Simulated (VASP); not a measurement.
Set up this calculation in VASP 6.6.1, as the native input.

- Task: single point
- Functional: LDA
- Potentials or basis: VASP PAW LDA potentials, release 64 (Sn_d, Se)
- Cutoff: 520 eV
- k mesh: 6 × 6 × 2
- Occupations: gaussian, width 0.01 eV
- Spin: no spin polarisation
- Dipole correction: no
- Further INCAR settings: ALGO = Normal; EDIFF = 1e-06; NBANDS = 28

The structure of SnSe lies in POSCAR:

```
SnSe
1.0
    4.2853300000      0.0000000000      0.0000000000
    0.0000000000      4.2853300000      0.0000000000
    0.0000000000      0.0000000000     10.9906900000
Sn Se
2 2
Direct
    0.5000000000      0.0000000000      0.3722300000
    0.0000000000      0.5000000000      0.6277700000
    0.5000000000      0.0000000000      0.6114906951
    0.0000000000      0.5000000000      0.3839600000
```

The input as run:

INCAR

```
SYSTEM = SnSe
  PREC = Accurate
  ENCUT = 520
  EDIFF = 1E-6
  ISMEAR = 0
  SIGMA = 0.01
  LREAL = .FALSE.
  LASPH = .TRUE.
  NELM = 100
  ALGO = Normal
  ISIF = 2
  LWAVE = .FALSE.
  LCHARG = .FALSE.
  NBANDS = 28
```

KPOINTS

```
regular mesh
0
G
  6 6 2
  0 0 0
```

Potentials or basis: VASP PAW LDA potentials, release 64 (Sn_d, Se).

Run with:

```sh
$ cat potpaw_LDA.64/Sn_d/POTCAR potpaw_LDA.64/Se/POTCAR > POTCAR
$ mpirun -np 1 vasp_std > vasp.out
```

It gave:

```json
{
 "Largest force": "0.305 eV/Å",
 "Band gap on the k mesh": "1.41 eV"
}
```

Caveat: spin-orbit coupling is left out, which moves the levels of the heavy elements.

Wall time 76 s on 1 thread of Intel(R) Xeon(R) Platinum 8488C (Sapphire Rapids), on a shared host, peak memory 0.28 GiB.
